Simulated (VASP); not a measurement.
A run of VASP 6.6.1:

The input INCAR:

```
PREC     = Accurate       # precision mode
ENCUT    = 520            # plane-wave cutoff, eV
EDIFF    = 1E-6           # SCF threshold, eV
ISMEAR   = 0              # smearing method
SIGMA    = 0.05           # smearing width, eV
LREAL    = False          # projectors in reciprocal space
LASPH    = True           # aspherical terms in the spheres
NELM     = 80             # most SCF steps
ALGO     = Normal         # electronic algorithm
ISIF     = 2              # what is computed and relaxed
LWAVE    = False          # write WAVECAR
LCHARG   = False          # write CHGCAR
GGA      = PE             # functional
NBANDS   = 11             # bands
```

Contents of KPOINTS:

```
Automatic mesh
0
Gamma
  12 12 12
```

File POSCAR:

```
SiC
1.0
    0.0000000000      2.3109794919      2.3109794919
    2.3109794919      0.0000000000      2.3109794919
    2.2385688011      2.2385688011      0.0724106907
Si C
1 1
Direct
    0.0000000000      0.0000000000      0.0000000000
    0.7500000000      0.7500000000      0.7500000000
```

Potentials or basis: VASP PAW PBE potentials, release 64 (Si, C).

Launch:

```sh
$ cat potpaw_PBE.64/Si/POTCAR potpaw_PBE.64/C/POTCAR > POTCAR
$ mpirun -np 1 vasp_std > vasp.out
```

Hardware: 1 thread of Intel Xeon 6975P-C, on a shared host.

Problem. Estimate the wall time of this run.

Solution. It took 43 s on 1 thread of Intel Xeon 6975P-C, on a shared host, peak memory 0.17 GiB. Counts: scf iterations 12, k points 189.
